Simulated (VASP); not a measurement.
Set up this calculation in VASP 6.6.1, as the native input.

```
Task                   : single point
Functional             : PBEsol
Potentials or basis    : VASP PAW PBE potentials, release 64 (Mg, N, Cl)
Cutoff                 : 520 eV
k mesh                 : 6 × 6 × 6
Occupations            : gaussian, width 0.5 eV
Spin                   : no spin polarisation
Dipole correction      : no
Further INCAR settings : ALGO = Normal; EDIFF = 1e-07; NBANDS = 16
```

The structure of Mg2NCl lies in POSCAR:

```
Mg2NCl
1.0
    1.6466125277      0.9506721861      5.9379615109
   -1.6466125277      0.9506721861      5.9379615109
    0.0000000000     -1.9013443722      5.9379615109
Mg N Cl
2 1 1
Direct
    0.2229104120      0.2229104120      0.2229104120
    0.7770895880      0.7770895880      0.7770895880
    0.5000000000      0.5000000000      0.5000000000
    0.0000000000      0.0000000000      0.0000000000
```

One way to write it, as run:

INCAR

```
ALGO     = Normal         # electronic algorithm
EDIFF    = 1E-7           # SCF threshold, eV
ENCUT    = 520            # plane-wave cutoff, eV
GGA      = PS             # functional
ISIF     = 2              # what is computed and relaxed
ISMEAR   = 0              # smearing method
LASPH    = T              # aspherical terms in the spheres
LCHARG   = F              # write CHGCAR
LREAL    = F              # projectors in reciprocal space
LWAVE    = F              # write WAVECAR
NBANDS   = 16             # bands
NELM     = 80             # most SCF steps
PREC     = Accurate       # precision mode
SIGMA    = 0.5            # smearing width, eV
```

KPOINTS

```
k-points
0
Gamma
  6 6 6
```

Potentials or basis: VASP PAW PBE potentials, release 64 (Mg, N, Cl).

Run with:

```bash
$ cat potpaw_PBE.64/Mg/POTCAR potpaw_PBE.64/N/POTCAR potpaw_PBE.64/Cl/POTCAR > POTCAR
$ mpirun -np 1 vasp_std > vasp.out
```

It gave:

```
Pressure               : -0.6 GPa
Largest force          : 0.028 eV/Å
Band gap on the k mesh : 2.34 eV
```

Caveat: the PAW data sets were made with another functional, which shifts forces and pressure a little.

It took 110 s on 1 thread of AMD EPYC 7R43 64-Core Processor (Zen 3), on a shared host, peak memory 0.29 GiB.
